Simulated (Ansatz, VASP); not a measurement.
One calculation of CaSe, two programs

Contents of INCAR:

```
PREC = Accurate
ENCUT = 520
EDIFF = 1E-7
ISMEAR = 0
SIGMA = 0.02
LREAL = F
LASPH = T
NELM = 60
ALGO = Normal
ISIF = 2
LWAVE = F
LCHARG = T
GGA = PE
LELF = T
LVHAR = T
NBANDS = 15
```

KPOINTS

```
regular mesh
0
Gamma
  8 8 8
```

POSCAR

```
CaSe
1.0
    0.0000000000      3.0748432973      3.0748432973
    3.0748432973      0.0000000000      3.0748432973
    3.0748432973      3.0748432973      0.0000000000
Ca Se
1 1
Direct
    0.5000000000      0.5000000000      0.5000000000
    0.0000000000      0.0000000000      0.0000000000
```

Input for Ansatz:

```yaml
crystal:
  lattice:
    - [0.0, 3.0748432973, 3.0748432973]
    - [3.0748432973, 0.0, 3.0748432973]
    - [3.0748432973, 3.0748432973, 0.0]
  atoms:
    - { symbol: Ca, position: [0.5, 0.5, 0.5] }
    - { symbol: Se, position: [0.0, 0.0, 0.0] }
basis:
  ecutwfc: 420
kpoints:
  mp_grid: { grid: [8, 8, 8] }
hamiltonian:
  xc: pbe
scf:
  occupations: { method: gaussian, width: 0.02 }
output:
  forces: true
  stress: true
  eigenvalues: true
```

Alike in both runs: task single point; functional PBE; k mesh 8 × 8 × 8; occupations gaussian, width 0.02 eV; no spin polarisation.

```csv
,VASP,Ansatz
version,VASP 6.6.1,Ansatz 0.2.0
potentials or method,"VASP PAW PBE potentials, release 64 (Ca_sv, Se), cutoff 520 eV","scalar-relativistic, plane waves, PAW"
valence electrons in the cell,16,26
```

|  | VASP | Ansatz | Ansatz less VASP |
| --- | --- | --- | --- |
| gap on the k mesh at the Fermi level (eV) | 2.26 | 2.26 | +0.006 |
| least direct gap on the mesh (eV) | 2.76 | 2.76 | +0.003 |
| pressure (GPa) | -3.6 | -3.7 | -0.11 |

VASP's potentials hold 16 valence electrons a cell and Ansatz's 26, so a difference there can come from the potentials and not from the codes.
